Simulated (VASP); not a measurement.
Input of a VASP 6.6.1 run:

File INCAR:

```
SYSTEM = MgO
ALGO     = Normal         ! electronic algorithm
EDIFF    = 1E-7           ! SCF threshold, eV
EDIFFG   = -0.001         ! ionic threshold
ENCUT    = 600            ! plane-wave cutoff, eV
GGA      = PE             ! functional
GGA_COMPAT= .FALSE.      
IBRION   = 2              ! ionic algorithm
ISIF     = 3              ! what is computed and relaxed
ISMEAR   = 0              ! smearing method
LASPH    = .TRUE.         ! aspherical terms in the spheres
LCHARG   = .FALSE.        ! write CHGCAR
LREAL    = .FALSE.        ! projectors in reciprocal space
LWAVE    = .FALSE.        ! write WAVECAR
NELM     = 120            ! most SCF steps
NELMIN   = 4            
NSW      = 80             ! ionic steps
PREC     = Accurate       ! precision mode
PSTRESS  = 2000.0       
SIGMA    = 0.01           ! smearing width, eV
```

File KPOINTS:

```
k-points
0
G
  8 8 8
  0 0 0
```

Contents of POSCAR:

```
MgO
1.0
    2.2500000000      0.0000000000      0.0000000000
    0.0000000000      2.2500000000      0.0000000000
    0.0000000000      0.0000000000      2.2500000000
Mg O
1 1
Direct
    0.0000000000      0.0000000000      0.0000000000
    0.5000000000      0.5000000000      0.5000000000
```

Potentials or basis: VASP PAW PBE potentials, release 64 (Mg, O).

Launch:

```sh
$ cat potpaw_PBE.64/Mg/POTCAR potpaw_PBE.64/O/POTCAR > POTCAR
$ mpirun -np 1 vasp_std > vasp.out
```

Question: What does it give for the band gap on the k mesh?

Answer: 6.74 eV.

Question: Predict the relaxed volume.

Answer: 5.66 Å³/atom.

Question: Estimate the space group after relaxing (to 0.1 Å).

Answer: Pm-3m (No. 221).

Question: Predict the relaxed cell.

Answer: a = 2.245 Å, b = 2.245 Å, c = 2.245 Å, α = 90.00°, β = 90.00°, γ = 90.00°.

Final structure:
```yaml
crystal:
  lattice:
    - [2.24519, 0.00000, 0.00000]
    - [0.00000, 2.24519, 0.00000]
    - [0.00000, 0.00000, 2.24519]
  atoms:
    - { symbol: Mg, position: [0.00000, 0.00000, 0.00000] }
    - { symbol: O, position: [0.50000, 0.50000, 0.50000] }
```

Caveat: the cell is relaxed towards a set pressure, so the run minimises the enthalpy, not the energy. A k mesh can miss the band edges.
